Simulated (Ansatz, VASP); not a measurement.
**HfO2 in VASP and in Ansatz**

```xyz
12
Lattice="5.1582 0.0000 -0.0025 0.0000 5.2165 0.0000 -0.8898 0.0000 5.2703" Properties=species:S:1:pos:R:3 pbc="T T T"
Hf    0.7928    2.3862    3.7318
Hf    3.0308    4.9944    4.1711
Hf    3.4757    2.8303    1.5360
Hf    1.2376    0.2221    1.0966
O     1.4451    3.8730    5.1507
O     2.3784    1.2648    2.7522
O     2.8233    1.3435    0.1171
O     1.8900    3.9517    2.5155
O     0.0425    1.7242    1.8270
O     4.6708    4.3324    0.8057
O     4.2259    3.4923    3.4408
O    -0.4024    0.8841    4.4621
```

Alike in both runs: functional PBE; k mesh 4 × 4 × 4; occupations gaussian, width 0.1 eV; no spin polarisation.

Ansatz relaxed the structure, and its values are those at the end. VASP's run is a single point on that final structure, the one shown.

|  | VASP | Ansatz |
| --- | --- | --- |
| version | VASP 6.6.1 | Ansatz 0.2.0 |
| potentials or method | VASP PAW PBE potentials, release 64 (Hf_pv, O), cutoff 600 eV | scalar-relativistic, plane waves, PAW |
| valence electrons in the cell | 88 | 152 |

```tsv
	VASP	Ansatz	Ansatz less VASP
gap on the k mesh at the Fermi level (eV)	3.99	4.03	+0.044
least direct gap on the mesh (eV)	4.07	4.12	+0.047
pressure (GPa)	-3.2	0.1	+3.36
rms of the force components (eV/Å)	0.039	0.007	-0.0317
```

VASP's potentials hold 88 valence electrons a cell and Ansatz's 152, so a difference there can come from the potentials and not from the codes.

Neither program's run includes spin-orbit coupling.
